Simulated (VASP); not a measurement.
Here is a VASP 6.6.1 calculation.

File INCAR:

```
PREC = Accurate
ENCUT = 520
EDIFF = 1E-7
ISMEAR = -1
SIGMA = 0.1
LREAL = False
LASPH = True
NELM = 80
ALGO = Normal
ISIF = 2
LWAVE = False
LCHARG = False
GGA = PS
NBANDS = 10
```

The input KPOINTS:

```
regular mesh
0
Gamma
  18 18 18
```

POSCAR

```
K
1.0
    0.0000000000      2.9725180465      2.9725180465
    2.9725180465      0.0000000000      2.9725180465
    2.9725180465      2.9725180465      0.0000000000
K
1
Direct
    0.0000000000      0.0000000000      0.0000000000
```

Potentials or basis: VASP PAW PBE potentials, release 64 (K_sv).

Launch:

```sh
$ cat potpaw_PBE.64/K_sv/POTCAR > POTCAR
$ mpirun -np 1 vasp_std > vasp.out
```

(1) Predict the pressure.

## Answers

(1) 2.0 GPa.

Caveat: the PAW data sets were made with another functional, which shifts forces and pressure a little.
